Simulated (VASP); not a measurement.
A run of VASP 6.6.1:

The input INCAR:

```
ALGO     = Normal         # electronic algorithm
EDIFF    = 1E-6           # SCF threshold, eV
ENCUT    = 520            # plane-wave cutoff, eV
ISIF     = 2              # what is computed and relaxed
ISMEAR   = 1              # smearing method
LASPH    = T              # aspherical terms in the spheres
LCHARG   = T              # write CHGCAR
LELF     = T              # ELF
LREAL    = F              # projectors in reciprocal space
LVHAR    = T            
LWAVE    = F              # write WAVECAR
NBANDS   = 17             # bands
NELM     = 60             # most SCF steps
PREC     = Accurate       # precision mode
SIGMA    = 0.25           # smearing width, eV
```

File KPOINTS:

```
k-points
0
Gamma
  10 10 2
```

Contents of POSCAR:

```
Li2Mg
1.0
    3.0782697400      0.0000000000      0.0000000000
   -1.5391348700      2.6658597945      0.0000000000
    0.0000000000      0.0000000000     15.4338964700
Li Mg
4 2
Direct
    0.6666666667      0.3333333333      0.5827943500
    0.3333333333      0.6666666667      0.0827943500
    0.3333333333      0.6666666667      0.4172056500
    0.6666666667      0.3333333333      0.9172056500
    0.3333333333      0.6666666667      0.7500000000
    0.6666666667      0.3333333333      0.2500000000
```

Potentials or basis: VASP PAW LDA potentials, release 64 (Li_sv, Mg).

Command:

```bash
$ cat potpaw_LDA.64/Li_sv/POTCAR potpaw_LDA.64/Mg/POTCAR > POTCAR
$ mpirun -np 1 vasp_std > vasp.out
```

Hardware: 1 thread of AMD EPYC 9R45 96-Core Processor (Zen 5) (shared host).

Estimate the wall time of this run.

Wall time 34 s on 1 thread of AMD EPYC 9R45 96-Core Processor (Zen 5), on a shared host, peak memory 0.19 GiB. Counts: scf iterations 12, k points 28.
